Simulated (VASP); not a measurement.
The system is ZnO.

```
Zn O
1.0
     3.24198    0.00000    0.00000
    -1.62099    2.80764    0.00000
     0.00000    0.00000    5.22764
Zn O
2 2
Direct
  0.33333 0.66667 0.00145
  0.66667 0.33333 0.50145
  0.33333 0.66667 0.38065
  0.66667 0.33333 0.88065
```

Program: VASP 6.6.1. Alike in all runs: task single point; potentials or basis VASP PAW PBE potentials, release 64 (Zn, O); no spin polarisation; cell as given; k mesh 4 × 4 × 4; cutoff (eV) 520; smearing gaussian 0.05 eV.

Problem. Order these runs on this cell by their pressure, lowest first.
A. level PBE-based screened hybrid with 25 % exact exchange; share of exact exchange 0.25; screening parameter 0.1 1/Å
B. level PBE-based global hybrid with 50 % exact exchange; share of exact exchange 0.5
C. level PBE-based global hybrid with 40 % exact exchange; share of exact exchange 0.4
D. level PBE-based screened hybrid with 15 % exact exchange; share of exact exchange 0.15; screening parameter 0.3 1/Å

Solution. B (-2.6 GPa), C (-0.9 GPa), A (1.6 GPa), D (3.6 GPa).

Caveats: all runs use coarse meshes; the PAW data sets were made with another functional, which shifts forces and pressure a little.
